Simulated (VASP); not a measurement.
Here is a VASP 6.6.1 calculation.

INCAR

```
PREC = Accurate
ENCUT = 520
EDIFF = 1E-7
ISMEAR = 0
SIGMA = 0.1
LREAL = F
LASPH = T
NELM = 60
ALGO = Normal
ISIF = 2
LWAVE = F
LCHARG = F
GGA = PE
NBANDS = 31
```

File KPOINTS:

```
Automatic mesh
0
Gamma
  18 18 4
```

Contents of POSCAR:

```
Si2C3
1.0
    2.7743758774      0.0000000000      0.0000000000
   -1.3871879387      2.4026799894      0.0000000000
    0.0000000000      0.0000000000     13.9080692282
Si C
4 6
Direct
    0.3333333333      0.6666666667      0.0000000000
    0.3333333333      0.6666666667      0.3502461753
    0.3333333333      0.6666666667      0.6497538247
    0.6666666667      0.3333333333      0.5000000000
    0.3333333333      0.6666666667      0.1409806948
    0.3333333333      0.6666666667      0.8590193052
    0.6666666667      0.3333333333      0.1773197548
    0.6666666667      0.3333333333      0.2883367553
    0.6666666667      0.3333333333      0.7116632447
    0.6666666667      0.3333333333      0.8226802452
```

Potentials or basis: VASP PAW PBE potentials, release 64 (Si, C).

Run with:

```sh
$ cat potpaw_PBE.64/Si/POTCAR potpaw_PBE.64/C/POTCAR > POTCAR
$ mpirun -np 1 vasp_std > vasp.out
```

(1) Estimate the largest force.

(2) What does it give for the pressure?

## Answers

(1) 0.026 eV/Å.

(2) 0.0 GPa.
